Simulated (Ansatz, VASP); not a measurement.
**ScB: VASP beside Ansatz**

```
CELL_PARAMETERS angstrom
0.00000 2.69543 2.69543
2.69543 0.00000 2.69543
2.69543 2.69543 0.00000
ATOMIC_POSITIONS crystal
Sc 0.00000 0.00000 0.00000
B 0.25000 0.25000 0.25000
```

Alike in both runs: functional r2SCAN; k mesh 18 × 18 × 18; occupations gaussian, width 0.1 eV; no spin polarisation.

Ansatz relaxed the structure, and its values are those at the end. VASP's run is a single point on that final structure, the one shown.

|  | VASP | Ansatz |
| --- | --- | --- |
| version | VASP 6.6.1 | Ansatz 0.2.0 |
| potentials or method | VASP PAW PBE potentials, release 64 (Sc_sv, B), cutoff 520 eV | scalar-relativistic, plane waves, PAW |
| valence electrons in the cell | 14 | 14 |

|  | VASP | Ansatz | Ansatz less VASP |
| --- | --- | --- | --- |
| gap on the k mesh at the Fermi level (eV) | none | none | - |
| pressure (GPa) | 0.2 | 0.0 | -0.25 |

VASP's potentials were made for PBE, not for r2SCAN. A gap of «none» marks a metal or a gap that the smearing closes.
